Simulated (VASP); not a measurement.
# ZnCd3O4 (P-4m2) in VASP: density of states with PBE

Aim: the density of states of ZnCd3O4 with PBE.

Everything below comes from runs of VASP 6.6.1. Logs are shortened: lines on timing, memory, paths and dates and some standing lists are left out, and cuts for length are marked.

## (1) The cell of the first run

Symmetry: P-4m2, No. 115, tetragonal system. Conventional cell: a = 3.517 Å, b = 3.517 Å, c = 10.102 Å, α = 90.00°, β = 90.00°, γ = 90.00°. Within 2.7 Å of Zn (site symmetry -4m2) lie 4 O at 2.03 Å. Cd (site symmetry 2mm) has 4 O at 2.22 Å within 2.9 Å. Within 2.9 Å of Cd (site symmetry -4m2) lie 4 O at 2.22 Å. Within 2.7 Å of O (site symmetry 2mm) lie 2 Zn at 2.03 Å and 2 Cd at 2.22 Å. Within 2.9 Å of O (site symmetry 2mm) lie 4 Cd at 2.22 Å.

## (2) Density of states, PBE

The input, POSCAR:

```
ZnCd3O4
1.0
    3.5171179000      0.0000000000      0.0000000000
    0.0000000000      3.5171179000      0.0000000000
    0.0000000000      0.0000000000     10.1020988000
Zn Cd O
1 3 4
Direct
    0.5000000000      0.5000000000      0.0000000000
    0.0000000000      0.0000000000      0.7668010000
    0.0000000000      0.0000000000      0.2331990000
    0.5000000000      0.5000000000      0.5000000000
    0.5000000000      0.0000000000      0.9004830000
    0.0000000000      0.5000000000      0.0995170000
    0.5000000000      0.0000000000      0.3665610000
    0.0000000000      0.5000000000      0.6334390000
```

The input, INCAR.step1:

```
PREC     = Accurate       # precision mode
ENCUT    = 520            # plane-wave cutoff, eV
EDIFF    = 1E-6           # SCF threshold, eV
ISMEAR   = 0              # smearing method
SIGMA    = 0.1            # smearing width, eV
LREAL    = False          # projectors in reciprocal space
LASPH    = True           # aspherical terms in the spheres
NELM     = 60             # most SCF steps
ALGO     = Normal         # electronic algorithm
ISIF     = 2              # what is computed and relaxed
LWAVE    = False          # write WAVECAR
LCHARG   = True           # write CHGCAR
GGA      = PE             # functional
NBANDS   = 46             # bands
```

The input, KPOINTS.step1:

```
Automatic mesh
0
Gamma
  10 10 4
```

The input, INCAR.step2:

```
PREC     = Accurate       # precision mode
ENCUT    = 520            # plane-wave cutoff, eV
EDIFF    = 1E-6           # SCF threshold, eV
ISMEAR   = -5             # smearing method
SIGMA    = 0.1            # smearing width, eV
LREAL    = False          # projectors in reciprocal space
LASPH    = True           # aspherical terms in the spheres
NELM     = 60             # most SCF steps
ALGO     = Normal         # electronic algorithm
ISIF     = 2              # what is computed and relaxed
LWAVE    = False          # write WAVECAR
LCHARG   = False          # write CHGCAR
GGA      = PE             # functional
LORBIT   = 10             # projections on sites
NEDOS    = 1001           # points of the DOS
ICHARG   = 11             # starting density
```

The input, KPOINTS.step2:

```
Automatic mesh
0
Gamma
  15 15 6
```

Potentials or basis: VASP PAW PBE potentials, release 64 (Zn, Cd, O).

On the command line:

```sh
> cat potpaw_PBE.64/Zn/POTCAR potpaw_PBE.64/Cd/POTCAR potpaw_PBE.64/O/POTCAR > POTCAR
> cp INCAR.step1 INCAR
> cp KPOINTS.step1 KPOINTS
> mpirun -np 1 vasp_std > vasp.out
> cp INCAR.step2 INCAR
> cp KPOINTS.step2 KPOINTS
> mpirun -np 1 vasp_std > vasp.out
```

OUTCAR:

```text
PREC = Accurate
   ENCUT = 520
   EDIFF = 1E-6
   ISMEAR = -5
   LREAL = False
   LASPH = True
   NELM = 60
   ISIF = 2
   GGA = PE
   LORBIT = 10
   ICHARG = 11

 ion  position               nearest neighbor table
   1  0.500  0.500  0.000-   5 2.03   6 2.03   5 2.03   6 2.03
   2  0.000  0.000  0.767-   8 2.22   8 2.22   5 2.22   5 2.22   4 3.67   4 3.67   4 3.67   4 3.67

   3  0.000  0.000  0.233-   7 2.22   7 2.22   6 2.22   6 2.22   4 3.67   4 3.67   4 3.67   4 3.67

   4  0.500  0.500  0.500-   7 2.22   8 2.22   7 2.22   8 2.22   2 3.67   3 3.67   2 3.67   2 3.67
                             3 3.67   3 3.67   2 3.67   3 3.67
   5  0.500  0.000  0.900-   1 2.03   1 2.03   2 2.22   2 2.22
   6  0.000  0.500  0.100-   1 2.03   1 2.03   3 2.22   3 2.22
   7  0.500  0.000  0.367-   3 2.22   3 2.22   4 2.22   4 2.22
   8  0.000  0.500  0.633-   2 2.22   2 2.22   4 2.22   4 2.22

  LATTYP: Found a simple tetragonal cell.
 ALAT       =     3.5171179000
 C/A-ratio  =     2.8722661814

  Lattice vectors:

 A1 = (   3.5171179000,   0.0000000000,   0.0000000000)
 A2 = (   0.0000000000,   3.5171179000,   0.0000000000)
 A3 = (   0.0000000000,   0.0000000000,  10.1020988000)

Analysis of symmetry for initial positions (statically):
=====================================================================
 Subroutine PRICEL returns:
 Original cell was already a primitive cell.

 Routine SETGRP: Setting up the symmetry group for a
 simple tetragonal supercell.

 Subroutine GETGRP returns: Found  8 space group operations
 (whereof  8 operations were pure point group operations)
 out of a pool of 16 trial point group operations.

The static configuration has the point symmetry D_2d.

Analysis of symmetry for dynamics (positions and initial velocities):
=====================================================================
 Subroutine PRICEL returns:
 Original cell was already a primitive cell.

 Routine SETGRP: Setting up the symmetry group for a
 simple tetragonal supercell.

 Subroutine GETGRP returns: Found  8 space group operations
 (whereof  8 operations were pure point group operations)
 out of a pool of 16 trial point group operations.

The dynamic configuration has the point symmetry D_2d.

 Subroutine INISYM returns: Found  8 space group operations
 (whereof  8 operations are pure point group operations),
 and found     1 'primitive' translations

----------------------------------------------------------------------------------------

                                     Primitive cell

  volume of cell :     124.9642

  direct lattice vectors                    reciprocal lattice vectors
     3.517117900  0.000000000  0.000000000     0.284323707  0.000000000  0.000000000
     0.000000000  3.517117900  0.000000000     0.000000000  0.284323707  0.000000000
     0.000000000  0.000000000 10.102098800     0.000000000  0.000000000  0.098989331

  length of vectors
     3.517117900  3.517117900 10.102098800     0.284323707  0.284323707  0.098989331

  position of ions in fractional coordinates (direct lattice)
     0.500000000  0.500000000  0.000000000
     0.000000000  0.000000000  0.766801000
     0.000000000  0.000000000  0.233199000
     0.500000000  0.500000000  0.500000000
     0.500000000  0.000000000  0.900483000
     0.000000000  0.500000000  0.099517000
     0.500000000  0.000000000  0.366561000
     0.000000000  0.500000000  0.633439000

  ion indices of the primitive-cell ions
   primitive index   ion index
                 1           1
                 2           2
                 3           3
                 4           4
                 5           5
                 6           6
                 7           7
                 8           8

----------------------------------------------------------------------------------------

 KPOINTS: Automatic mesh

Automatic generation of k-mesh.
 Grid dimensions read from file:
 generate k-points for:   15   15    6

 Generating k-lattice:

  Cartesian coordinates                     Fractional coordinates (reciprocal lattice)
     0.018954914  0.000000000  0.000000000     0.066666667  0.000000000  0.000000000
     0.000000000  0.018954914  0.000000000     0.000000000  0.066666667  0.000000000
     0.000000000  0.000000000  0.016498222     0.000000000  0.000000000  0.166666667

  Length of vectors
     0.018954914  0.018954914  0.016498222

  Shift w.r.t. Gamma in fractional coordinates (k-lattice)
     0.000000000  0.000000000  0.000000000

 TETIRR: Found   2019 inequivalent tetrahedra from     8100

 Subroutine IBZKPT returns following result:
 ===========================================

 Found    144 irreducible k-points:

 Following reciprocal coordinates:
            Coordinates               Weight
  0.000000  0.000000  0.000000      1.000000
  0.066667  0.000000  0.000000      4.000000
  0.133333  0.000000  0.000000      4.000000
  0.200000  0.000000  0.000000      4.000000
  0.266667  0.000000  0.000000      4.000000
  0.333333  0.000000  0.000000      4.000000
[... 16 lines left out ...]
  0.266667  0.200000  0.000000      8.000000
  0.333333  0.200000  0.000000      8.000000
 [... further k-points ...]
   k-points           NKPTS =    144   k-points in BZ     NKDIM =    144   number of bands    NBANDS=     43
   number of dos      NEDOS =   1001   number of ions     NIONS =      8
   total plane-waves  NPLWV =  62720
   dimension x,y,z NGX =    28 NGY =   28 NGZ =   80
   dimension x,y,z NGXF=    56 NGYF=   56 NGZF=  160
   ions per type =               1   3   4
   NGX,Y,Z   is equivalent  to a cutoff of  13.23, 13.23, 13.17 a.u.
   NGXF,Y,Z  is equivalent  to a cutoff of  26.47, 26.47, 26.33 a.u.
 SYSTEM =  unknown system
   PREC   = accura    normal or accurate (medium, high low for compatibility)
   ISTART =      0    job   : 0-new  1-cont  2-samecut
   ICHARG =     11    charge: 1-file 2-atom 10-const
   ISPIN  =      1    spin polarized calculation?
   LNONCOLLINEAR =      F non collinear calculations
   LSORBIT =      F    spin-orbit coupling
   LASPH  =      T    aspherical Exc in radial PAW
   ENCUT  =  520.0 eV  38.22 Ry    6.18 a.u.   6.54  6.54 18.78*2*pi/ulx,y,z
   NELM   =     60;   NELMIN=  2; NELMDL=  0     # of ELM steps
   EDIFF  = 0.1E-05   stopping-criterion for ELM
   LREAL  =      F    real-space projection
   EDIFFG = 0.1E-04   stopping-criterion for IOM
   NSW    =      0    number of steps for IOM
   IBRION =     -1    ionic relax: 0-MD 1-quasi-New 2-CG
   NFREE  =      0    steps in history (QN), initial steepest desc. (CG)
   ISIF   =      2    stress and relaxation
   ISYM   =      2    0-nonsym 1-usesym 2-fastsym
   POTIM  = 0.5000    time-step for ionic-motion
   TEBEG  =    0.0;   TEEND  =   0.0 temperature during run
   PSTRESS=    0.0 pullay stress
   NELECT =      72.0000    total number of electrons
   NUPDOWN=      -1.0000    fix difference up-down
   EMIN   =  10.00;   EMAX   =-10.00  energy-range for DOS
   EFERMI =   0.00;   METHOD = LEGACY
   ISMEAR =    -5;   SIGMA  =   0.10  broadening in eV -4-tet -1-fermi 0-gaus
   EFERMI_NEDOS =   21; number of points for ismear=-14 and -15
   IALGO  =     38    algorithm
   IMIX   =      4    mixing-type and parameters
     AMIX     =   0.40;   BMIX     =  1.00
     AMIX_MAG =   1.60;   BMIX_MAG =  1.00
  volume/ion in A,a.u.               =      15.62       105.41
  Fermi-wavevector in a.u.,A,eV,Ry     =   1.362251  2.574281 25.248714  1.855728
  Thomas-Fermi vector in A             =   2.488757
   LORBIT       =     10    0 simple, 1 ext, 2 COOP (PROOUT), +10 PAW based schemes
   GGA     = PE    functional components
   LHFCALC =     F    Hartree Fock is set to
   AEXX    =    0.0000 exact exchange contribution
   IVDW    =     0    specifies the selected vdW correction
   LEPSILON=     F    determine dielectric tensor
   LRPA    =     F    only Hartree local field effects (RPA)
 non-spin polarized calculation
 Fermi weights with tetrahedron method with Bloechl corrections
  energy-cutoff  :      520.00
  volume of cell :      124.96
 maximum number of plane-waves:      3430
 NGX is ok and might be reduce to    28

 number of electron      72.0000038 magnetization

 Free energy of the ion-electron system (eV)
  ---------------------------------------------------
  ext. energy  EPLUGINS =         0.00000000
  ---------------------------------------------------
  free energy    TOTEN  =       -31.87165821 eV

  energy without entropy =      -31.87165821  energy(sigma->0) =      -31.87165821

 E-fermi :   0.3560     XC(G=0): -10.1917

 val. band max:        0.3556475614   @ k =   0.0000   0.0000   0.0000
 cond. band min:       0.3556475625   @ k =   0.0000   0.0000   0.0000
 fundamental gap:      0.0000000011
 Fermi energy:         0.3560468338

 k-point     1 :       0.0000    0.0000    0.0000
  band No.  band energies     occupation
      1     -16.6889      2.00000
      2     -16.3354      2.00000
      3     -16.2807      2.00000
      4     -16.1212      2.00000
      5      -6.7274      2.00000
      6      -6.6492      2.00000
[... 35 lines left out ...]
     42       9.6549      0.00000
     43       9.7851      0.00000

 k-point     2 :       0.0667    0.0000    0.0000
  band No.  band energies     occupation
      1     -16.6781      2.00000
      2     -16.3298      2.00000
      3     -16.2774      2.00000
      4     -16.1217      2.00000
      5      -6.7126      2.00000
      6      -6.6354      2.00000
[... 1004 lines left out ...]
 k-point    24 :       0.3333    0.2000    0.0000
  band No.  band energies     occupation
      1     -16.4053      2.00000
      2     -16.2191      2.00000
      3     -16.1939      2.00000
      4     -16.1270      2.00000
      5      -6.5138      2.00000
      6      -6.4415      2.00000
[... 35 lines left out ...]
     42       7.7512      0.00000
     43       8.1833      0.00000

 [... further k-points ...]
[... 5 lines left out ...]
  --------------------------------------------------------------------------------------
  -------------------------------------------------------------------------------------
  Total        0.8598003      0.8598003      0.9265625      0.0000000     -0.0000000     -0.0000000
  in kB       11.0235814     11.0235814     11.8795457      0.0000000     -0.0000000     -0.0000000
  external PRESSURE =      11.3089028 kB  Pullay stress =       0.0000000 kB

 VOLUME and BASIS-vectors are now :
 -----------------------------------------------------------------------------
  energy-cutoff  :      520.00
  volume of cell :      124.96
      direct lattice vectors                 reciprocal lattice vectors
     3.517117900  0.000000000  0.000000000     0.284323707  0.000000000  0.000000000
     0.000000000  3.517117900  0.000000000     0.000000000  0.284323707  0.000000000
     0.000000000  0.000000000 10.102098800     0.000000000  0.000000000  0.098989331

 POSITION                                       TOTAL-FORCE (eV/Angst)
 -----------------------------------------------------------------------------------
      1.75856      1.75856      0.00000         0.000000      0.000000      0.000000
      0.00000      0.00000      7.74630         0.000000     -0.000000      0.000407
      0.00000      0.00000      2.35580         0.000000     -0.000000     -0.000407
      1.75856      1.75856      5.05105         0.000000      0.000000      0.000000
      1.75856      0.00000      9.09677         0.000000     -0.000000      0.039569
      0.00000      1.75856      1.00533         0.000000     -0.000000     -0.039569
      1.75856      0.00000      3.70304         0.000000     -0.000000      0.001402
      0.00000      1.75856      6.39906         0.000000     -0.000000     -0.001402
 -----------------------------------------------------------------------------------
    total drift:                                0.000000      0.000000      0.000000

  FREE ENERGIE OF THE ION-ELECTRON SYSTEM (eV)
  ---------------------------------------------------
  free  energy   TOTEN  =       -31.8716582124 eV

  energy  without entropy=      -31.8716582124  energy(sigma->0) =      -31.87165821

 total charge

# of ion       s       p       d       tot
------------------------------------------
    1        0.442   0.423   9.874  10.739
    2        0.365   0.287   9.627  10.279
    3        0.365   0.287   9.627  10.279
    4        0.363   0.285   9.627  10.275
    5        1.558   3.387   0.000   4.945
    6        1.558   3.387   0.000   4.945
    7        1.563   3.363   0.000   4.926
    8        1.563   3.363   0.000   4.926
--------------------------------------------------
tot          7.777  14.783  38.755  61.315
```

Run time: 8.8 min. Hardware: 1 thread of Intel Xeon 6975P-C (Granite Rapids), shared host; peak memory 0.7 GiB.

What came out:

```yaml
Valence_electrons_inside_the_program's_atomic_spheres: Zn 10.74; Cd 10.28; O 4.95, 4.93
```

Caveat: tetrahedron occupations give inexact forces and stress in metals.
